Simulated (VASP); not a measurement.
Zr, 2 atoms in the cell. It takes space group Fd-3m (No. 227, cubic). Conventional cell: a = 5.888 Å, b = 5.888 Å, c = 5.888 Å, α = 90.00°, β = 90.00°, γ = 90.00°. Within 3.4 Å of Zr (site symmetry -43m) lie 4 Zr at 2.55 Å. This isn't the form of Zr at room conditions, which is hcp.

* Program: VASP 6.6.1
* Task: single point
* Functional: LDA
* Potentials or basis: VASP PAW LDA potentials, release 64 (Zr_sv)
* Cutoff: 520 eV
* k mesh: 10 × 10 × 10
* Occupations: fermi-dirac, width 0.1 eV
* Spin: no spin polarisation
* Dipole correction: no
* Further INCAR settings: ALGO = Normal; EDIFF = 1e-06; NBANDS = 19

Potentials or basis: VASP PAW LDA potentials, release 64 (Zr_sv).

The run is started by

```console
$ cat potpaw_LDA.64/Zr_sv/POTCAR > POTCAR
$ mpirun -np 1 vasp_std > vasp.out
```

Hardware: 1 thread of Intel(R) Xeon(R) Platinum 8375C CPU @ 2.90GHz (Ice Lake), with other jobs on the host.

Estimate the wall time of this run.

Wall time 28 s on 1 thread of Intel(R) Xeon(R) Platinum 8375C CPU @ 2.90GHz (Ice Lake) (shared host), peak memory 0.17 GiB. Counts: scf iterations 11, k points 47.
